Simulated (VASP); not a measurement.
# CaF2 in VASP: single point with r2SCAN

Aim: the single point of CaF2 with r2SCAN.

Everything below comes from runs of VASP 6.6.1. Logs are shortened: lines on timing, memory, paths and dates and some standing lists are left out, and cuts for length are marked.

### Step 1. The cell of the first run

The cell holds a slab with vacuum, 24 atoms: a = 5.451 Å, b = 5.451 Å, c = 21.539 Å, α = 90.00°, β = 90.00°, γ = 90.00°.

### Step 2. Single point, r2SCAN

Contents of POSCAR:

```
CaF2
1.0
    5.4509500000      0.0000000000      0.0000000000
    0.0000000000      5.4509500000      0.0000000000
    0.0000000000      0.0000000000     21.5391630000
Ca F
8 16
Direct
    0.5000045864      0.0000000000      0.0464270594
    0.5182399398      0.5630027793      0.1945897341
    0.0171713188      0.0648510810      0.1877788844
    0.0000000000      0.5000045864      0.0464270594
    0.5030499271      0.0661169154      0.3222455766
    0.5454278612      0.5624891074      0.4542934189
    0.0730514864      0.0427448426      0.4589546957
    0.0095212761      0.5630945065      0.3209363335
    0.2012676689      0.7566570965      0.2381661720
    0.3607444574      0.2277951550      0.2366201509
    0.2499931205      0.2499931205      0.1096932132
    0.2499931205      0.7499977068      0.1096932132
    0.7499977068      0.7499977068      0.1096932132
    0.7499977068      0.2499931205      0.1096932132
    0.8683807410      0.3815114797      0.2318474492
    0.7022995992      0.8880286922      0.2323070771
    0.3401975802      0.8135646080      0.5105676576
    0.3133398765      0.3131013860      0.5021411463
    0.1795833754      0.2350599437      0.3696290334
    0.3171924160      0.7354864748      0.3672426825
    0.7998972656      0.8450820499      0.3702186571
    0.6676634348      0.3917849182      0.3558030551
    0.8205175245      0.3111934617      0.4995876581
    0.7877159027      0.8040066410      0.5046064232
```

Contents of INCAR.step1:

```
SYSTEM = CaF2
PREC = Accurate ; ENCUT = 580
ISMEAR = -1 ; SIGMA = 0.05
LREAL = .False. ; LASPH = .True.
NELM = 120 ; NBANDS = 114
GGA = PE ; ALGO = Normal
EDIFF = 1E-5 ; LWAVE = .True.
LCHARG = .False. ; GGA_COMPAT = .False.
NELMDL = -8
```

Contents of INCAR.step2:

```
SYSTEM = CaF2
PREC = Accurate ; ENCUT = 580
EDIFF = 1E-6 ; ISMEAR = -1
SIGMA = 0.05 ; LREAL = .False.
LASPH = .True. ; NELM = 120
ALGO = Normal ; ISIF = 2
LWAVE = .False. ; LCHARG = .False.
METAGGA = R2SCAN ; LMIXTAU = .True.
NBANDS = 114 ; ISTART = 1
GGA_COMPAT = .False.
```

Contents of KPOINTS:

```
regular mesh
0
Gamma
  2 2 1
  0 0 0
```

Potentials or basis: VASP PAW PBE potentials, release 64 (Ca_sv, F).

Run with:

```sh
$ cat potpaw_PBE.64/Ca_sv/POTCAR potpaw_PBE.64/F/POTCAR > POTCAR
$ cp INCAR.step1 INCAR
$ mpirun -np 1 vasp_std > vasp.out
$ cp INCAR.step2 INCAR
$ mpirun -np 1 vasp_std > vasp.out
```

OUTCAR:

```text
SYSTEM = CaF2
   PREC = Accurate
   ENCUT = 580
   EDIFF = 1E-6
   ISMEAR = -1
   LREAL = .False.
   LASPH = .True.
   NELM = 120
   ISIF = 2
   METAGGA = R2SCAN
   ISTART = 1

 ion  position               nearest neighbor table
   1  0.500  0.000  0.046-  14 2.36  13 2.36  11 2.36  12 2.36
   2  0.518  0.563  0.195-  16 2.19  10 2.21   9 2.23  15 2.29  13 2.45
   3  0.017  0.065  0.188-  15 2.13  16 2.19   9 2.24  10 2.32  11 2.34  14 2.44
   4  0.000  0.500  0.046-  12 2.36  13 2.36  11 2.36  14 2.36
   5  0.503  0.066  0.322-  22 2.12  10 2.19  19 2.24  21 2.27  20 2.28  16 2.42
   6  0.545  0.562  0.454-  18 2.12  17 2.14  24 2.16  23 2.25  22 2.41  20 2.44
   7  0.073  0.043  0.459-  18 2.18  23 2.19  17 2.22  24 2.25  19 2.27
   8  0.010  0.563  0.321-  20 2.17  21 2.19  22 2.22  19 2.27  15 2.29   9 2.32
   9  0.201  0.757  0.238-   2 2.23   3 2.24   8 2.32
  10  0.361  0.228  0.237-   5 2.19   2 2.21   3 2.32
  11  0.250  0.250  0.110-   3 2.34   1 2.36   4 2.36
  12  0.250  0.750  0.110-   4 2.36   1 2.36
  13  0.750  0.750  0.110-   1 2.36   4 2.36   2 2.45
  14  0.750  0.250  0.110-   1 2.36   4 2.36   3 2.44
  15  0.868  0.382  0.232-   3 2.13   8 2.29   2 2.29
  16  0.702  0.888  0.232-   3 2.19   2 2.19   5 2.42
  17  0.340  0.814  0.511-   6 2.14   7 2.22
  18  0.313  0.313  0.502-   6 2.12   7 2.18
  19  0.180  0.235  0.370-   5 2.24   7 2.27   8 2.27
  20  0.317  0.735  0.367-   8 2.17   5 2.28   6 2.44
  21  0.800  0.845  0.370-   8 2.19   5 2.27
  22  0.668  0.392  0.356-   5 2.12   8 2.22   6 2.41
  23  0.821  0.311  0.500-   7 2.19   6 2.25
  24  0.788  0.804  0.505-   6 2.16   7 2.25

  LATTYP: Found a simple tetragonal cell.
 ALAT       =     5.4509500000
 C/A-ratio  =     3.9514512149

  Lattice vectors:

 A1 = (   5.4509500000,   0.0000000000,   0.0000000000)
 A2 = (   0.0000000000,   5.4509500000,   0.0000000000)
 A3 = (   0.0000000000,   0.0000000000,  21.5391630000)

Analysis of symmetry for initial positions (statically):
=====================================================================
 Subroutine PRICEL returns:
 Original cell was already a primitive cell.

 Routine SETGRP: Setting up the symmetry group for a
 simple tetragonal supercell.

 Subroutine GETGRP returns: Found  1 space group operations
 (whereof  1 operations were pure point group operations)
 out of a pool of 16 trial point group operations.

The static configuration has the point symmetry C_1 .

[... 138 lines left out ...]
   NSW    =      0    number of steps for IOM
   IBRION =     -1    ionic relax: 0-MD 1-quasi-New 2-CG
   NFREE  =      0    steps in history (QN), initial steepest desc. (CG)
   ISIF   =      2    stress and relaxation
   ISYM   =      2    0-nonsym 1-usesym 2-fastsym
   POTIM  = 0.5000    time-step for ionic-motion
   TEBEG  =    0.0;   TEEND  =   0.0 temperature during run
   PSTRESS=    0.0 pullay stress
   NELECT =     192.0000    total number of electrons
   NUPDOWN=      -1.0000    fix difference up-down
   EMIN   =  10.00;   EMAX   =-10.00  energy-range for DOS
   EFERMI =   0.00;   METHOD = LEGACY
   ISMEAR =    -1;   SIGMA  =   0.05  broadening in eV -4-tet -1-fermi 0-gaus
   EFERMI_NEDOS =   21; number of points for ismear=-14 and -15
   IALGO  =     38    algorithm
   IMIX   =      4    mixing-type and parameters
     AMIX     =   0.40;   BMIX     =  1.00
     AMIX_MAG =   1.60;   BMIX_MAG =  1.00
  volume/ion in A,a.u.               =      26.67       179.95
  Fermi-wavevector in a.u.,A,eV,Ry     =   1.095933  2.071014 16.341550  1.201070
  Thomas-Fermi vector in A             =   2.232266
   LORBIT       =      0    0 simple, 1 ext, 2 COOP (PROOUT), +10 PAW based schemes
   METAGGA = R2SCAN    functional components
   LHFCALC =     F    Hartree Fock is set to
   AEXX    =    0.0000 exact exchange contribution
   IVDW    =     0    specifies the selected vdW correction
   LEPSILON=     F    determine dielectric tensor
   LRPA    =     F    only Hartree local field effects (RPA)
 non-spin polarized calculation
  energy-cutoff  :      580.00
  volume of cell :      639.99
 maximum number of plane-waves:     20330
 NGX is ok and might be reduce to    48
   NGX = 21   NGY = 21   NGZ = 85

 number of electron     191.9999981 magnetization

 Free energy of the ion-electron system (eV)
  ---------------------------------------------------
  ext. energy  EPLUGINS =         0.00000000
  ---------------------------------------------------
  free energy    TOTEN  =      -192.52124776 eV

  energy without entropy =     -192.40401827  energy(sigma->0) =     -192.46263301

 E-fermi :  -2.5860     XC(G=0):  -5.9994

 val. band max:       -2.6015357002   @ k =   0.0000   0.5000   0.0000
 cond. band min:      -2.5403339147   @ k =   0.0000   0.5000   0.0000
 fundamental gap:      0.0612017854
 Fermi energy:        -2.5859687556

 k-point     1 :       0.0000    0.0000    0.0000
  band No.  band energies     occupation
      1     -46.3851      2.00000
      2     -46.3703      2.00000
      3     -42.5335      2.00000
      4     -42.2607      2.00000
      5     -40.9072      2.00000
      6     -40.8803      2.00000
[... 433 lines left out ...]
    107       2.2965      0.00000
    108       2.3027      0.00000
 [bands above 108 left out]

------------------------ aborting loop because EDIFF is reached ----------------------------------------

  FORCE on cell =-STRESS in cart. coord.  units (eV):
  Direction    XX          YY          ZZ          XY          YZ          ZX
  --------------------------------------------------------------------------------------
  -------------------------------------------------------------------------------------
  Total        6.1469962      8.0185151    -11.5336008      1.3281867      0.3534443     -1.2572366
  in kB       15.3886425     20.0738795    -28.8736892      3.3250371      0.8848270     -3.1474176
  external PRESSURE =       2.1962776 kB  Pullay stress =       0.0000000 kB

 VOLUME and BASIS-vectors are now :
 -----------------------------------------------------------------------------
  energy-cutoff  :      580.00
  volume of cell :      639.99
      direct lattice vectors                 reciprocal lattice vectors
     5.450950000  0.000000000  0.000000000     0.183454260  0.000000000  0.000000000
     0.000000000  5.450950000  0.000000000     0.000000000  0.183454260  0.000000000
     0.000000000  0.000000000 21.539163000     0.000000000  0.000000000  0.046427059

 POSITION                                       TOTAL-FORCE (eV/Angst)
 -----------------------------------------------------------------------------------
      2.72550      0.00000      1.00000         0.033409      0.023295      3.270837
      2.82490      3.06890      4.19130         0.065585     -0.226393     -0.207541
      0.09360      0.35350      4.04460         0.389344     -0.638452      0.036645
      0.00000      2.72550      1.00000        -0.008024      0.079186      3.258026
      2.74210      0.36040      6.94090         0.120251     -1.190365      0.235233
      2.97310      3.06610      9.78510         0.546108     -0.144740     -0.620636
[... 16 lines left out ...]
      4.47260      1.69630     10.76070        -0.176251      0.114963     -0.401821
      4.29380      4.38260     10.86880         0.605400      0.265174     -0.002545
 -----------------------------------------------------------------------------------
    total drift:                               -0.003654      0.001108     -0.000289

  FREE ENERGIE OF THE ION-ELECTRON SYSTEM (eV)
  ---------------------------------------------------
  free  energy   TOTEN  =      -192.5212477618 eV

  energy  without entropy=     -192.4040182670  energy(sigma->0) =     -192.46263301
```

It took 38 min on 1 thread of Intel Xeon 6975P-C (Granite Rapids), shared host; peak memory 1 GiB.

What came out:

| Property | Result |
| --- | --- |
| Free energy | -192.5212 eV |
| Largest force | 3.271 eV/Å |
| Band gap on the k mesh | 0.06 eV |

Forces on the atoms (eV/Å):
```
Ca   0.033  0.023  3.271
Ca   0.066 -0.226 -0.208
Ca   0.389 -0.638  0.037
Ca  -0.008  0.079  3.258
Ca   0.120 -1.190  0.235
Ca   0.546 -0.145 -0.621
Ca  -0.531 -0.380  0.324
Ca  -0.011 -0.202  0.108
F    0.215 -0.016  0.044
F   -0.646  0.644 -0.539
F    0.034  0.174 -1.778
F    0.113  0.083 -1.568
F    0.022 -0.002 -1.679
F   -0.001  0.050 -1.646
F   -0.526  0.396 -0.050
F    0.026 -0.269  0.390
F   -0.539  0.268 -0.091
F   -0.182 -0.258  0.015
F   -0.031  0.160 -0.257
F    0.017  0.523  0.580
F    0.204  0.575  0.354
F    0.260 -0.029  0.226
F   -0.176  0.115 -0.402
F    0.605  0.265 -0.003
```

Caveat: the k points lie up to 0.58 Å⁻¹ apart; the PAW data sets were made with another functional, which shifts forces and pressure a little.
